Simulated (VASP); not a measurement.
# NaH (Fm-3m) in VASP: G0W0 quasiparticle levels with PBE

Aim: the G0W0 quasiparticle levels of NaH with PBE.

Everything below comes from runs of VASP 6.6.1. Logs are shortened: lines on timing, memory, paths and dates and some standing lists are left out, and cuts for length are marked.

## (1) The cell of the first run

Symmetry: Fm-3m, No. 225, cubic system. Conventional cell: a = 4.795 Å, b = 4.795 Å, c = 4.795 Å, α = 90.00°, β = 90.00°, γ = 90.00°. Within 3.2 Å of Na (site symmetry m-3m) lie 6 H at 2.40 Å. H (site symmetry m-3m) has 6 Na at 2.40 Å within 3.2 Å.

## (2) G0W0 quasiparticle levels, PBE

POSCAR

```
NaH
1.0
    0.0000000000      2.3975126521      2.3975126521
    2.3975126521      0.0000000000      2.3975126521
    2.3975126521      2.3975126521      0.0000000000
Na H
1 1
Direct
    0.0000000000      0.0000000000      0.0000000000
    0.5000000000      0.5000000000      0.5000000000
```

INCAR.step1

```
SYSTEM = NaH
ALGO = Normal ; EDIFF = 1E-8
ENCUT = 500 ; GGA = PE
ISMEAR = 0 ; LASPH = .True.
LCHARG = .False. ; LREAL = .False.
LWAVE = .True. ; NELM = 100
PREC = Accurate ; SIGMA = 0.01
```

INCAR.step2

```
SYSTEM = NaH
ALGO = Exact ; EDIFF = 1E-8
ENCUT = 500 ; GGA = PE
ISMEAR = 0 ; ISTART = 1
LASPH = .True. ; LCHARG = .False.
LOPTICS = .True. ; LREAL = .False.
LWAVE = .True. ; NBANDS = 87
NELM = 1 ; PREC = Accurate
SIGMA = 0.01
```

INCAR.step3

```
SYSTEM = NaH
ALGO = EVGW0 ; EDIFF = 1E-8
ENCUT = 500 ; ENCUTGW = 120.0
GGA = PE ; ISMEAR = 0
ISTART = 1 ; LASPH = .True.
LCHARG = .False. ; LREAL = .False.
LWAVE = .False. ; NBANDS = 87
NBANDSGW = 13 ; NELMGW = 1
NOMEGA = 96 ; OMEGAMAX = 20
PREC = Accurate ; PRECFOCK = Fast
SIGMA = 0.01
```

KPOINTS

```
k-points
0
Gamma
  6 6 6
  0 0 0
```

Potentials or basis: VASP PAW PBE potentials, release 64 (Na_sv_GW, H_GW).

Started as:

```bash
cat potpaw_PBE.64/Na_sv_GW/POTCAR potpaw_PBE.64/H_GW/POTCAR > POTCAR
cp INCAR.step1 INCAR
mpirun -np 1 vasp_std > vasp.out
cp INCAR.step2 INCAR
mpirun -np 1 vasp_std > vasp.out
cp INCAR.step3 INCAR
mpirun -np 1 vasp_std > vasp.out
```

OUTCAR:

```text
SYSTEM = NaH
   EDIFF = 1E-8
   ENCUT = 500
   ENCUTGW = 120.0
   GGA = PE
   ISMEAR = 0
   ISTART = 1
   LASPH = .True.
   LREAL = .False.
   NELMGW = 1
   PREC = Accurate
   PRECFOCK = Fast

 ion  position               nearest neighbor table
   1  0.000  0.000  0.000-
   2  0.500  0.500  0.500-

  LATTYP: Found a face centered cubic cell.
 ALAT       =     4.7950253042

  Lattice vectors:

 A1 = (   0.0000000000,   2.3975126521,   2.3975126521)
 A2 = (   2.3975126521,   0.0000000000,   2.3975126521)
 A3 = (   2.3975126521,   2.3975126521,   0.0000000000)

Analysis of symmetry for initial positions (statically):
=====================================================================
 Subroutine PRICEL returns:
 Original cell was already a primitive cell.

 Routine SETGRP: Setting up the symmetry group for a
 face centered cubic supercell.

 Subroutine GETGRP returns: Found 48 space group operations
 (whereof 48 operations were pure point group operations)
 out of a pool of 48 trial point group operations.

The static configuration has the point symmetry O_h .

Analysis of symmetry for dynamics (positions and initial velocities):
=====================================================================
 Subroutine PRICEL returns:
 Original cell was already a primitive cell.

 Routine SETGRP: Setting up the symmetry group for a
 face centered cubic supercell.

 Subroutine GETGRP returns: Found 48 space group operations
 (whereof 48 operations were pure point group operations)
 out of a pool of 48 trial point group operations.

The dynamic configuration has the point symmetry O_h .

 Subroutine INISYM returns: Found 48 space group operations
 (whereof 48 operations are pure point group operations),
 and found     1 'primitive' translations

----------------------------------------------------------------------------------------

                                     Primitive cell

  volume of cell :      27.5621

  direct lattice vectors                    reciprocal lattice vectors
     0.000000000  2.397512652  2.397512652    -0.208549473  0.208549473  0.208549473
     2.397512652  0.000000000  2.397512652     0.208549473 -0.208549473  0.208549473
     2.397512652  2.397512652  0.000000000     0.208549473  0.208549473 -0.208549473

  length of vectors
     3.390594909  3.390594909  3.390594909     0.361218283  0.361218283  0.361218283

  position of ions in fractional coordinates (direct lattice)
     0.000000000  0.000000000  0.000000000
     0.500000000  0.500000000  0.500000000

  ion indices of the primitive-cell ions
   primitive index   ion index
                 1           1
                 2           2

----------------------------------------------------------------------------------------

 KPOINTS: k-points

Automatic generation of k-mesh.
 Grid dimensions read from file:
 generate k-points for:    6    6    6

 Generating k-lattice:

  Cartesian coordinates                     Fractional coordinates (reciprocal lattice)
    -0.034758245  0.034758245  0.034758245     0.166666667  0.000000000  0.000000000
     0.034758245 -0.034758245  0.034758245     0.000000000  0.166666667  0.000000000
     0.034758245  0.034758245 -0.034758245     0.000000000  0.000000000  0.166666667

  Length of vectors
     0.060203047  0.060203047  0.060203047

  Shift w.r.t. Gamma in fractional coordinates (k-lattice)
     0.000000000  0.000000000  0.000000000

 Subroutine IBZKPT returns following result:
 ===========================================

 Found     16 irreducible k-points:

 Following reciprocal coordinates:
            Coordinates               Weight
  0.000000  0.000000  0.000000      1.000000
  0.166667  0.000000  0.000000      8.000000
  0.333333  0.000000  0.000000      8.000000
  0.500000  0.000000  0.000000      4.000000
  0.166667  0.166667  0.000000      6.000000
  0.333333  0.166667  0.000000     24.000000
[... 8 lines left out ...]
 -0.333333  0.333333  0.166667     24.000000
 -0.333333  0.500000  0.166667     12.000000
   k-points           NKPTS =     16   k-points in BZ     NKDIM =    216   number of bands    NBANDS=     87
   number of dos      NEDOS =    301   number of ions     NIONS =      2
   total plane-waves  NPLWV =  21952
   dimension x,y,z NGX =    28 NGY =   28 NGZ =   28
   dimension x,y,z NGXF=    56 NGYF=   56 NGZF=   56
   ions per type =               1   1
   NGX,Y,Z   is equivalent  to a cutoff of  13.73, 13.73, 13.73 a.u.
   NGXF,Y,Z  is equivalent  to a cutoff of  27.46, 27.46, 27.46 a.u.
 SYSTEM =  NaH
   PREC   = accura    normal or accurate (medium, high low for compatibility)
   ISTART =      1    job   : 0-new  1-cont  2-samecut
   ICHARG =      0    charge: 1-file 2-atom 10-const
   ISPIN  =      1    spin polarized calculation?
   LNONCOLLINEAR =      F non collinear calculations
   LSORBIT =      F    spin-orbit coupling
   LASPH  =      T    aspherical Exc in radial PAW
   ENCUT  =  500.0 eV  36.75 Ry    6.06 a.u.   6.18  6.18  6.18*2*pi/ulx,y,z
   NELM   =     60;   NELMIN=  2; NELMDL=  0     # of ELM steps
   EDIFF  = 0.1E-07   stopping-criterion for ELM
   LREAL  =      F    real-space projection
   EDIFFG = 0.1E-06   stopping-criterion for IOM
   NSW    =      0    number of steps for IOM
   IBRION =     -1    ionic relax: 0-MD 1-quasi-New 2-CG
   NFREE  =      0    steps in history (QN), initial steepest desc. (CG)
   ISIF   =      0    stress and relaxation
   ISYM   =      3    0-nonsym 1-usesym 2-fastsym
   POTIM  = 0.5000    time-step for ionic-motion
   TEBEG  =    0.0;   TEEND  =   0.0 temperature during run
   PSTRESS=    0.0 pullay stress
   NELECT =      10.0000    total number of electrons
   NUPDOWN=      -1.0000    fix difference up-down
   EMIN   =  10.00;   EMAX   =-10.00  energy-range for DOS
   EFERMI =   0.00;   METHOD = LEGACY
   ISMEAR =     0;   SIGMA  =   0.01  broadening in eV -4-tet -1-fermi 0-gaus
   EFERMI_NEDOS =   21; number of points for ismear=-14 and -15
   IALGO  =     38    algorithm
   IMIX   =      4    mixing-type and parameters
     AMIX     =   0.40;   BMIX     =  1.00
     AMIX_MAG =   1.60;   BMIX_MAG =  1.00
  volume/ion in A,a.u.               =      13.78        93.00
  Fermi-wavevector in a.u.,A,eV,Ry     =   1.167626  2.206494 18.549524  1.363352
  Thomas-Fermi vector in A             =   2.304124
   LORBIT       =      0    0 simple, 1 ext, 2 COOP (PROOUT), +10 PAW based schemes
   GGA     = PE    functional components
   LHFCALC =     T    Hartree Fock is set to
   PRECFOCK=fast      Normal, Fast or Accurate (Low or Medium for compatibility)
   ENCUT4O =  -1.0   cutoff for four orbital integrals eV
   NKREDX  =     1    reduce k-point grid by
   NKREDY  =     1    reduce k-point grid by
   NKREDZ  =     1    reduce k-point grid by
   AEXX    =    1.0000 exact exchange contribution
   HFSCREEN=    0.0000 screening length (either q_TF or 0.3 A-1)
   HFSCREENC=   0.0000 screening length for correlation (either q_TF or 0.3 A-1)
   ENCUTFOCK=  -1.0 apply spherical cutoff to Coloumb kernel
   IVDW    =     0    specifies the selected vdW correction
   LEPSILON=     F    determine dielectric tensor
   LRPA    =     F    only Hartree local field effects (RPA)
   LRPAFORCE           =     F    calculate RPA forces
   ENCUTGW             = 120.0    cutoff for response function in eV
   ENCUTGWSOFT         =  96.0    soft cutoff for Coulomb kernel in GW response function in eV
   ENCUTLF             =  -1.0    cutoff for local field effects
   NELMGW              =     1    number of iterations in solving QP/BSE equation
   NELMHF              =     1    number of iterations in the inner HF iteration
   NKREDLFX            =     1    NKREDLFY  =   1   NKREDLFZ  =   1
 non-spin polarized calculation
 Gauss-broadening in eV      SIGMA  =   0.01
  energy-cutoff  :      500.00
  volume of cell :       27.56
 maximum number of plane-waves:       725
 NGX is ok and might be reduce to    28
  NGX = 14; NGY = 14; NGZ = 14
   NGX = 13   NGY = 13   NGZ = 13
 maximum number of plane-waves:        92
 NGX is ok and might be reduce to    14

 QP shifts <psi_nk| G(iteration)W_0 |psi_nk>: iteration 1
 for sc-GW calculations column KS-energies equals QP-energies in previous step
 and V_xc(KS)=  KS-energies - (<T + V_ion + V_H > + <T+V_H+V_ion>^1  + <V_x>^1)

 k-point   1 :       0.0000    0.0000    0.0000
  band No.  KS-energies  QP-energies   sigma(KS)   V_xc(KS)     V^pw_x(r,r')   Z            occupation Imag(sigma)

      1     -51.2685     -60.0022     -41.3211     -29.2635     -49.1299       0.7243       2.0000       0.2803
      2     -23.1699     -28.3987     -35.3615     -28.3907     -41.4277       0.7501       2.0000       0.0696
      3     -23.1699     -28.3987     -35.3615     -28.3907     -41.4277       0.7501       2.0000       0.0696
      4     -23.1699     -28.3987     -35.3615     -28.3907     -41.4277       0.7501       2.0000       0.0696
      5      -4.7813      -6.3167     -11.1927      -8.9103     -13.9485       0.6727       2.0000       0.1623
      6       9.5326      10.3689      -9.5811     -10.8030      -4.9619       0.6844       0.0000      -0.2784
      7      14.6682      15.1609      -5.8292      -6.4634      -1.2546       0.7768       0.0000      -0.7592
      8      14.6682      15.1609      -5.8292      -6.4634      -1.2546       0.7768       0.0000      -0.7592
      9      14.6682      15.1609      -5.8292      -6.4634      -1.2546       0.7768       0.0000      -0.7592
     10      15.5868      16.8096      -7.3279      -8.7693      -2.8619       0.8483       0.0000      -0.9575
     11      15.5868      16.8096      -7.3279      -8.7693      -2.8619       0.8483       0.0000      -0.9575
     12      15.5868      16.8096      -7.3279      -8.7693      -2.8619       0.8483       0.0000      -0.9575
     13      16.5140      16.7483      -5.1197      -5.4083      -0.5889       0.8118       0.0000      -1.3154

 k-point   2 :       0.1667    0.0000    0.0000
  band No.  KS-energies  QP-energies   sigma(KS)   V_xc(KS)     V^pw_x(r,r')   Z            occupation Imag(sigma)

      1     -51.2666     -60.0136     -41.3249     -29.2673     -49.1336       0.7254       2.0000       0.2803
      2     -23.1952     -28.3928     -35.2952     -28.3211     -41.3553       0.7453       2.0000       0.0713
      3     -23.1727     -28.3994     -35.3535     -28.3837     -41.4198       0.7499       2.0000       0.0697
      4     -23.1727     -28.3994     -35.3535     -28.3837     -41.4198       0.7499       2.0000       0.0697
      5      -4.3015      -5.8660     -11.3452      -9.0780     -13.8947       0.6901       2.0000       0.1365
      6       7.9228       8.7772      -8.4506      -9.6315      -4.4286       0.7236       0.0000      -0.1407
      7      11.3986      11.8788      -6.8975      -7.5341      -2.2907       0.7543       0.0000      -0.5331
      8      13.5612      14.2790      -6.5617      -7.4641      -2.0850       0.7955       0.0000      -0.6798
      9      13.5612      14.2790      -6.5617      -7.4641      -2.0850       0.7955       0.0000      -0.6798
     10      16.7990      17.5875      -6.2246      -7.1971      -1.6246       0.8108       0.0000      -0.9960
     11      16.7990      17.5875      -6.2246      -7.1971      -1.6246       0.8108       0.0000      -0.9960
     12      17.1632      17.9925      -6.5027      -7.4915      -1.9136       0.8387       0.0000      -1.2404
     13      18.9413      19.9730      -7.2275      -8.4979      -2.5148       0.8121       0.0000      -1.0154
[... 208 lines left out ...]
      1     -51.2591     -60.0843     -41.3399     -29.2821     -49.1486       0.7319       2.0000       0.2802
      2     -23.2456     -28.4186     -35.1549     -28.1927     -41.2086       0.7430       2.0000       0.0736
      3     -23.2192     -28.3958     -35.2196     -28.2648     -41.2807       0.7443       2.0000       0.0716
      4     -23.1959     -28.3912     -35.2906     -28.3262     -41.3548       0.7460       2.0000       0.0705
      5      -1.3708      -2.9174     -12.6006     -10.5158     -14.2570       0.7418       2.0000       0.0556
      6       4.0568       4.7727      -6.5244      -7.4193      -3.2960       0.8000       0.0000      -0.0632
      7       5.8458       6.5258      -6.6958      -7.5702      -3.1969       0.7776       0.0000      -0.0851
      8       8.8790       9.6607      -6.9602      -8.0043      -2.9449       0.7486       0.0000      -0.1784
      9      14.6013      15.4104      -7.7336      -8.7650      -2.9562       0.7845       0.0000      -0.8805
     10      15.7983      16.5601      -6.4137      -7.3723      -1.8203       0.7947       0.0000      -0.8880
     11      18.2418      18.9761      -6.6453      -7.5623      -1.8557       0.8007       0.0000      -1.1532
     12      20.1682      21.3961      -6.8113      -8.2515      -2.1654       0.8526       0.0000      -1.2698
     13      21.7938      23.1273      -6.9021      -8.4626      -2.1999       0.8545       0.0000      -1.4322

 k-point  16 :      -0.3333    0.5000    0.1667
  band No.  KS-energies  QP-energies   sigma(KS)   V_xc(KS)     V^pw_x(r,r')   Z            occupation Imag(sigma)

      1     -51.2585     -60.1016     -41.3408     -29.2833     -49.1495       0.7334       2.0000       0.2801
      2     -23.2458     -28.4095     -35.1447     -28.1950     -41.2015       0.7430       2.0000       0.0732
      3     -23.2178     -28.3957     -35.2258     -28.2699     -41.2876       0.7444       2.0000       0.0714
      4     -23.2055     -28.3922     -35.2646     -28.3005     -41.3264       0.7448       2.0000       0.0712
      5      -1.1538      -2.6828     -12.6454     -10.5876     -14.2415       0.7430       2.0000       0.0534
      6       4.1953       4.8563      -6.6691      -7.4999      -3.4909       0.7957       0.0000      -0.0641
      7       6.0925       6.7469      -6.3858      -7.2280      -2.8213       0.7770       0.0000      -0.0887
      8       7.7633       8.6519      -7.0303      -8.1982      -3.1803       0.7609       0.0000      -0.1183
      9      14.0435      14.6105      -6.2826      -6.9854      -1.7355       0.8067       0.0000      -0.7572
     10      14.2341      15.1953      -8.0740      -9.3028      -3.3255       0.7822       0.0000      -0.7871
     11      19.9758      21.2564      -7.3571      -8.9117      -2.5266       0.8237       0.0000      -1.3004
     12      20.1065      20.9284      -5.9181      -6.8698      -1.3350       0.8637       0.0000      -1.3350
     13      24.0350      25.3688      -7.3360      -8.9888      -2.3632       0.8069       0.0000      -1.5267
```

Run time: 2 min. Hardware: 1 thread of Intel Xeon 6975P-C (Granite Rapids), shared host; peak memory 0.47 GiB.

Results:

```
Quasiparticle gap                                   : 6.09 eV
Least direct quasiparticle gap                      : 6.97 eV
Band gap of the starting levels on the mesh         : 3.85 eV
Least direct gap of the starting levels on the mesh : 4.68 eV
```

Caveat: the k points lie up to 0.38 Å⁻¹ apart; bands, screening cutoff and mesh are small and nothing is extrapolated, so the quasiparticle values aren't converged.
